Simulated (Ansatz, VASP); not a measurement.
CdS in VASP and in Ansatz

Contents of POSCAR:

```
CdS
1.0
    0.0000000000      2.7532440000      2.7532440000
    2.7532440000      0.0000000000      2.7532440000
    2.7532440000      2.7532440000      0.0000000000
Cd S
1 1
Direct
    0.0000000000      0.0000000000      0.0000000000
    0.5000000000      0.5000000000      0.5000000000
```

File INCAR.step1:

```
  PREC = Accurate
  ENCUT = 600
  EDIFF = 1E-5
  ISMEAR = -1
  SIGMA = 0.05
  LREAL = False
  LASPH = True
  NELM = 60
  ALGO = Normal
  LWAVE = True
  LCHARG = False
  GGA = PE
  NBANDS = 16
```

File INCAR.step2:

```
  PREC = Accurate
  ENCUT = 600
  EDIFF = 1E-6
  ISMEAR = -1
  SIGMA = 0.05
  LREAL = False
  LASPH = True
  NELM = 60
  ALGO = Normal
  ISIF = 3
  LWAVE = False
  LCHARG = False
  GGA = PE
  LHFCALC = True
  AEXX = 1.0
  ALDAC = 0.0
  AGGAC = 0.0
  PRECFOCK = Normal
  IBRION = 2
  NSW = 60
  EDIFFG = -0.01
  ISTART = 1
```

Contents of KPOINTS:

```
regular mesh
0
Gamma
  4 4 4
```

The input input:

```
crystal:
  lattice:
    - [0.0, 2.753244, 2.753244]
    - [2.753244, 0.0, 2.753244]
    - [2.753244, 2.753244, 0.0]
  atoms:
    - { symbol: Cd, position: [0.0, 0.0, 0.0] }
    - { symbol: S, position: [0.5, 0.5, 0.5] }
hamiltonian:
  xc: hf
  pseudopotentials: { kind: paw }
kpoints:
  mp_grid: { grid: [4, 4, 4] }
scf:
  occupations: { method: fermi_dirac, width: 0.05 }
output:
  forces: true
  stress: true
  eigenvalues: true
relax:
  f_tol: 0.01
  max_steps: 40
  cell: { stress_tol: 0.05 }
```

Alike in both runs: task relaxation of cell and atoms; functional HF; k mesh 4 × 4 × 4; occupations fermi-dirac, width 0.05 eV; no spin polarisation.

```csv
,VASP,Ansatz
version,VASP 6.6.1,Ansatz 0.2.0
potentials or method,"VASP PAW PBE potentials, release 64 (Cd, S)",Ansatz PAW
plane-wave cutoff (eV),600,420
valence electrons in the cell,18,26
```

```csv
,VASP,Ansatz,Ansatz less VASP
"gap on the k mesh at the Fermi level, each at its own relaxed structure (eV)",7.79,7.78,-0.006
relaxed volume (Å³/atom),22.01,22.13,+0.115
relaxed length of the cell vector where the two differ most in proportion (Å),3.963,3.970,+0.0069
```

VASP's potentials were made for PBE, not for HF. VASP's potentials hold 18 valence electrons a cell and Ansatz's 26, so a difference there can come from the potentials and not from the codes.

The k mesh is coarse, so the values compare programs but aren't converged. Noted on Ansatz's run: the plane-wave basis is chosen anew once the cell has moved, so the energies of steps on either side of that aren't comparable.
